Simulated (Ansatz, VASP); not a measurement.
**Two plane-wave programs on Cr**

File INCAR:

```
PREC     = Accurate       # precision mode
ENCUT    = 520            # plane-wave cutoff, eV
EDIFF    = 1E-7           # SCF threshold, eV
ISMEAR   = 0              # smearing method
SIGMA    = 0.15           # smearing width, eV
LREAL    = False          # projectors in reciprocal space
LASPH    = True           # aspherical terms in the spheres
NELM     = 60             # most SCF steps
ALGO     = Fast           # electronic algorithm
ISIF     = 2              # what is computed and relaxed
LWAVE    = False          # write WAVECAR
LCHARG   = False          # write CHGCAR
GGA      = PS             # functional
NBANDS   = 12             # bands
```

The input KPOINTS:

```
Automatic mesh
0
Gamma
  24 24 24
```

The input POSCAR:

```
Cr
1.0
   -1.3338037500      1.4419500000      1.4419500000
    1.3338037500     -1.4419500000      1.4419500000
    1.3338037500      1.4419500000     -1.4419500000
Cr
1
Direct
    0.0000000000      0.0000000000      0.0000000000
```

Input for Ansatz:

```yaml
crystal:
  lattice:
    - [-1.33380375, 1.44195, 1.44195]
    - [1.33380375, -1.44195, 1.44195]
    - [1.33380375, 1.44195, -1.44195]
  atoms:
    - { symbol: Cr, position: [0.0, 0.0, 0.0] }
basis:
  ecutwfc: 420
kpoints:
  mp_grid: { grid: [24, 24, 24] }
hamiltonian:
  xc: pbesol
scf:
  occupations: { method: gaussian, width: 0.15 }
output:
  forces: true
  stress: true
  eigenvalues: true
```

Change from the starting cell: strain -0.0750 x Voigt [1, 0, 0, 0, 0, 0], atoms carried along.

Alike in both runs: task single point; functional PBEsol; k mesh 24 × 24 × 24; occupations gaussian, width 0.15 eV; no spin polarisation.

|  | VASP | Ansatz |
| --- | --- | --- |
| version | VASP 6.6.1 | Ansatz 0.2.0 |
| potentials or method | VASP PAW PBE potentials, release 64 (Cr_pv), cutoff 520 eV | scalar-relativistic, plane waves, PAW |
| valence electrons in the cell | 12 | 14 |

Ansatz gave:

| Quantity | Value |
| --- | --- |
| gap on the k mesh at the Fermi level (eV) | none |
| pressure (GPa) | 2.5 |
| traceless stress, the component that is largest in VASP (GPa) | 20.13 |

What did VASP give for the same quantities?

gap on the k mesh at the Fermi level (eV): none; pressure (GPa): 2.0; traceless stress, the component that is largest in VASP (GPa): 19.97.

VASP's potentials were made for PBE, not for PBEsol. A gap of «none» marks a metal or a gap that the smearing closes. VASP's potentials hold 12 valence electrons a cell and Ansatz's 14, so a difference there can come from the potentials and not from the codes.
